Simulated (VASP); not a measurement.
# H (P1) in VASP: notebook, part 2 of 2

VASP 6.6.1. The steps go on from the part before.

### 3 Single point, PBE

File INCAR:

```
PREC = Accurate
ENCUT = 520
EDIFF = 1E-6
ISMEAR = -1
SIGMA = 0.1034
LREAL = Auto
LASPH = T
NELM = 100
ALGO = Normal
ISIF = 2
LWAVE = F
LCHARG = F
GGA = PE
NBANDS = 22
```

File KPOINTS:

```
Automatic mesh
0
Gamma
  4 4 4
```

File POSCAR:

```
H
1.0
    0.0000000000      5.2013675077      4.1963218556
    0.0000000000     -5.2013675077      4.1963218556
    5.3160096616      0.0000000000     -4.1963218556
H
16
Direct
    0.0202747181      0.3502161401      0.3660427313
    0.6027141727      0.2158929350      0.6795774195
    0.3093986356      0.3445748945      0.8195021866
    0.9958291138      0.9881955086      0.9447439677
    0.4285859956      0.5268478767      0.5226135084
    0.8951536019      0.9850456455      0.3087815147
    0.1275844574      0.5003000660      0.9876792119
    0.6033621578      0.0453035233      0.1961524432
    0.4709684527      0.5929912321      0.4594544208
    0.8972806658      0.9846047030      0.4283314579
    0.1000860443      0.5908489932      0.9659142645
    0.5311761594      0.9079583877      0.1088058133
    0.0149154532      0.4568229356      0.4778029152
    0.6357883886      0.1574743346      0.7703319872
    0.4068101318      0.4285330809      0.9629811676
    0.9600718512      0.9243897430      0.0012849904
```

Potentials or basis: VASP PAW PBE potentials, release 64 (H).

Run with:

```console
> cat potpaw_PBE.64/H/POTCAR > POTCAR
> mpirun -np 1 vasp_std > vasp.out
```

OUTCAR:

```text
PREC = Accurate
   ENCUT = 520
   EDIFF = 1E-6
   ISMEAR = -1
   LREAL = Auto
   LASPH = T
   NELM = 100
   ISIF = 2
   GGA = PE

 ion  position               nearest neighbor table
   1  0.020  0.350  0.366-  13 0.83
   2  0.603  0.216  0.680-  14 0.83
   3  0.309  0.345  0.820-  15 0.78
   4  0.996  0.988  0.945-  16 0.74
   5  0.429  0.527  0.523-   9 0.80
   6  0.895  0.985  0.309-  10 0.81
[... 8 lines left out ...]
  15  0.407  0.429  0.963-   3 0.78
  16  0.960  0.924  0.001-   4 0.74

  LATTYP: Found a face centered orthorhombic cell.
 ALAT       =     8.3926437112
 B/A-ratio  =     1.2395063312
 C/A-ratio  =     1.2668260073

  Lattice vectors:

 A1 = (   5.3160096616,  -5.2013675077,   0.0000000000)
 A2 = (   5.3160096616,   0.0000000000,   4.1963218556)
 A3 = (   0.0000000000,  -5.2013675077,   4.1963218556)

Analysis of symmetry for initial positions (statically):
=====================================================================
 Subroutine PRICEL returns:
 Original cell was already a primitive cell.

 Routine SETGRP: Setting up the symmetry group for a
 face centered orthorhombic supercell.

 Subroutine GETGRP returns: Found  1 space group operations
 (whereof  1 operations were pure point group operations)
 out of a pool of  8 trial point group operations.

The static configuration has the point symmetry C_1 .

Analysis of symmetry for dynamics (positions and initial velocities):
=====================================================================
 Subroutine PRICEL returns:
 Original cell was already a primitive cell.

 Routine SETGRP: Setting up the symmetry group for a
 face centered orthorhombic supercell.

 Subroutine GETGRP returns: Found  1 space group operations
 (whereof  1 operations were pure point group operations)
 out of a pool of  8 trial point group operations.

The dynamic configuration has the point symmetry C_1 .

 Subroutine INISYM returns: Found  1 space group operations
 (whereof  1 operations are pure point group operations),
 and found     1 'primitive' translations

----------------------------------------------------------------------------------------

                                     Primitive cell

  volume of cell :     232.0610

  direct lattice vectors                    reciprocal lattice vectors
     0.000000000  5.201367508  4.196321856     0.094055510  0.096128566  0.119151966
     0.000000000 -5.201367508  4.196321856     0.094055510 -0.096128566  0.119151966
     5.316009662  0.000000000 -4.196321856     0.188111020  0.000000000  0.000000000

  length of vectors
     6.683063748  6.683063748  6.772671248     0.179678411  0.179678411  0.188111020

  position of ions in fractional coordinates (direct lattice)
     0.020274718  0.350216140  0.366042731
     0.602714173  0.215892935  0.679577419
     0.309398636  0.344574894  0.819502187
     0.995829114  0.988195509  0.944743968
     0.428585996  0.526847877  0.522613508
     0.895153602  0.985045646  0.308781515
[... 8 lines left out ...]
     0.406810132  0.428533081  0.962981168
     0.960071851  0.924389743  0.001284990

  ion indices of the primitive-cell ions
[... 46 lines left out ...]
  0.000000  0.000000  0.000000      1.000000
  0.250000  0.000000 -0.000000      2.000000
  0.000000  0.250000 -0.250000      2.000000
 -0.000000 -0.250000  0.000000      2.000000
 -0.250000 -0.000000  0.250000      2.000000
  0.500000  0.000000 -0.000000      1.000000
[... 16 lines left out ...]
  0.500000  0.000000  0.250000      2.000000
  0.000000  0.500000  0.250000      2.000000
 [... further k-points ...]
   k-points           NKPTS =     36   k-points in BZ     NKDIM =     36   number of bands    NBANDS=     22
   number of dos      NEDOS =    301   number of ions     NIONS =     16
   total plane-waves  NPLWV = 125000
   dimension x,y,z NGX =    50 NGY =   50 NGZ =   50
   dimension x,y,z NGXF=   100 NGYF=  100 NGZF=  100
   ions per type =              16
   NGX,Y,Z   is equivalent  to a cutoff of  12.44, 12.44, 12.27 a.u.
   NGXF,Y,Z  is equivalent  to a cutoff of  24.88, 24.88, 24.55 a.u.
 SYSTEM =  unknown system
   PREC   = accura    normal or accurate (medium, high low for compatibility)
   ISTART =      0    job   : 0-new  1-cont  2-samecut
   ICHARG =      2    charge: 1-file 2-atom 10-const
   ISPIN  =      1    spin polarized calculation?
   LNONCOLLINEAR =      F non collinear calculations
   LSORBIT =      F    spin-orbit coupling
   LASPH  =      T    aspherical Exc in radial PAW
   ENCUT  =  520.0 eV  38.22 Ry    6.18 a.u.  12.43 12.43 12.59*2*pi/ulx,y,z
   NELM   =    100;   NELMIN=  2; NELMDL= -5     # of ELM steps
   EDIFF  = 0.1E-05   stopping-criterion for ELM
   LREAL  =      T    real-space projection
   EDIFFG = 0.1E-04   stopping-criterion for IOM
   NSW    =      0    number of steps for IOM
   IBRION =     -1    ionic relax: 0-MD 1-quasi-New 2-CG
   NFREE  =      0    steps in history (QN), initial steepest desc. (CG)
   ISIF   =      2    stress and relaxation
   ISYM   =      2    0-nonsym 1-usesym 2-fastsym
   POTIM  = 0.5000    time-step for ionic-motion
   TEBEG  =    0.0;   TEEND  =   0.0 temperature during run
   PSTRESS=    0.0 pullay stress
   NELECT =      16.0000    total number of electrons
   NUPDOWN=      -1.0000    fix difference up-down
   EMIN   =  10.00;   EMAX   =-10.00  energy-range for DOS
   EFERMI =   0.00;   METHOD = LEGACY
   ISMEAR =    -1;   SIGMA  =   0.10  broadening in eV -4-tet -1-fermi 0-gaus
   EFERMI_NEDOS =   21; number of points for ismear=-14 and -15
   IALGO  =     38    algorithm
   IMIX   =      4    mixing-type and parameters
     AMIX     =   0.40;   BMIX     =  1.00
     AMIX_MAG =   1.60;   BMIX_MAG =  1.00
  volume/ion in A,a.u.               =      14.50        97.88
  Fermi-wavevector in a.u.,A,eV,Ry     =   0.671296  1.268566  6.131309  0.450638
  Thomas-Fermi vector in A             =   1.747073
   LORBIT       =      0    0 simple, 1 ext, 2 COOP (PROOUT), +10 PAW based schemes
   GGA     = PE    functional components
   LHFCALC =     F    Hartree Fock is set to
   AEXX    =    0.0000 exact exchange contribution
   IVDW    =     0    specifies the selected vdW correction
   LEPSILON=     F    determine dielectric tensor
   LRPA    =     F    only Hartree local field effects (RPA)
 non-spin polarized calculation
  energy-cutoff  :      520.00
  volume of cell :      232.06
 maximum number of plane-waves:      6283
 NGX is ok and might be reduce to    50
   NGX = 25   NGY = 25   NGZ = 25

 number of electron      15.9999998 magnetization

 Free energy of the ion-electron system (eV)
  ---------------------------------------------------
  ext. energy  EPLUGINS =         0.00000000
  ---------------------------------------------------
  free energy    TOTEN  =       -53.53899423 eV

  energy without entropy =      -53.53899423  energy(sigma->0) =      -53.53899423

 E-fermi :  -5.4785     XC(G=0):  -4.7841

 val. band max:       -7.9509517109   @ k =   0.5000   0.0000  -0.0000
 cond. band min:      -0.0016519782   @ k =   0.5000   0.0000  -0.0000
 fundamental gap:      7.9492997328
 Fermi energy:        -5.4784652190

 k-point     1 :       0.0000    0.0000    0.0000
  band No.  band energies     occupation
      1     -10.6374      2.00000
      2      -9.6873      2.00000
      3      -9.3482      2.00000
      4      -9.1182      2.00000
      5      -8.7081      2.00000
      6      -8.4696      2.00000
[... 541 lines left out ...]
     19       4.6010      0.00000
     20       4.7582      0.00000

 [... further k-points ...]

 [bands above 20 left out]

------------------------ aborting loop because EDIFF is reached ----------------------------------------

  FORCE on cell =-STRESS in cart. coord.  units (eV):
  Direction    XX          YY          ZZ          XY          YZ          ZX
  --------------------------------------------------------------------------------------
  -------------------------------------------------------------------------------------
  Total       -3.2018765      0.7498418     -1.4222174      0.8183501      1.1129958      1.4705322
  in kB      -22.1061481      5.1769996     -9.8191631      5.6499897      7.6842598     10.1527344
  external PRESSURE =      -8.9161039 kB  Pullay stress =       0.0000000 kB

 VOLUME and BASIS-vectors are now :
 -----------------------------------------------------------------------------
  energy-cutoff  :      520.00
  volume of cell :      232.06
      direct lattice vectors                 reciprocal lattice vectors
     0.000000000  5.201367508  4.196321856     0.094055510  0.096128566  0.119151966
     0.000000000 -5.201367508  4.196321856     0.094055510 -0.096128566  0.119151966
     5.316009662  0.000000000 -4.196321856     0.188111020  0.000000000  0.000000000

 POSITION                                       TOTAL-FORCE (eV/Angst)
 -----------------------------------------------------------------------------------
      1.94589     -1.71615      0.01867         1.609559     -1.654362     -0.099887
      3.61264      2.01200      0.58341         1.290985      1.336209     -1.321464
      4.35648     -0.18296     -0.69461         1.043457      0.232900      0.261016
      5.02227      0.03971      4.36116        -0.221288     -0.109799      0.498447
      2.77822     -0.51110      1.81625        -0.662028     -0.218139      1.476114
      1.64149     -0.46756      6.59417         1.571765      0.328424     -1.069261
[... 8 lines left out ...]
      5.11922     -0.11299     -0.53561        -1.077396      0.055262     -0.170092
      0.00683      0.18560      7.90242         0.195040      0.116596     -0.462752
 -----------------------------------------------------------------------------------
    total drift:                                0.000378     -0.000071     -0.000083

  FREE ENERGIE OF THE ION-ELECTRON SYSTEM (eV)
  ---------------------------------------------------
  free  energy   TOTEN  =       -53.5389942326 eV

  energy  without entropy=      -53.5389942324  energy(sigma->0) =      -53.53899423
```

Run time: 1.8 min. Hardware: 1 thread of Intel Xeon 6975P-C (Granite Rapids), shared host; peak memory 0.37 GiB.

What came out:

* Free energy: -53.5390 eV
* Pressure: -0.9 GPa
* Largest force: 2.310 eV/Å
* Band gap on the k mesh: 7.95 eV, direct

Forces on the atoms (eV/Å):
```
H    1.610 -1.654 -0.100
H    1.291  1.336 -1.321
H    1.043  0.233  0.261
H   -0.221 -0.110  0.498
H   -0.662 -0.218  1.476
H    1.572  0.328 -1.069
H    0.208  0.750 -0.586
H   -0.649  0.068 -0.587
H    0.678  0.279 -1.386
H   -1.201  0.266  1.091
H   -0.122 -1.086  0.484
H    0.282 -0.601  0.432
H   -1.609  1.508  0.122
H   -1.337 -1.270  1.318
H   -1.077  0.055 -0.170
H    0.195  0.117 -0.463
```

Levels at points of the mesh, in eV from the valence-band top:
```csv
k point,band 4,band 5,band 6,band 7,band 8,band 9,band 10,band 11,band 12,band 13
"(0.00, 0.00, 0.00)",-1.17,-0.76,-0.52,-0.46,-0.02,8.01,8.29,8.69,9.27,9.77
"(0.50, 0.00, 0.00)",-1.18,-0.97,-0.48,-0.24,0.00,7.95,8.56,9.08,9.45,10.09
"(0.00, 0.50, 0.50)",-1.24,-0.74,-0.54,-0.44,-0.04,8.55,8.89,9.20,9.33,9.80
"(0.00, 0.50, 0.00)",-1.21,-0.74,-0.51,-0.43,-0.03,8.17,8.56,8.93,9.61,9.94
"(0.50, 0.00, 0.50)",-1.20,-0.94,-0.53,-0.26,-0.01,8.51,8.76,9.04,9.40,9.62
"(0.50, 0.50, 0.00)",-1.12,-1.09,-0.57,-0.21,-0.01,8.27,8.65,8.85,9.44,9.79
"(0.00, 0.00, 0.50)",-1.30,-0.83,-0.47,-0.34,-0.04,8.31,8.72,9.43,9.85,10.11
"(0.50, 0.50, 0.50)",-1.35,-1.03,-0.49,-0.21,-0.05,8.55,8.82,9.02,9.78,9.82
```

Caveat: forces of over 1 eV/Å act on the atoms, so gaps and moduli don't describe the material at rest. A k mesh can miss the band edges.
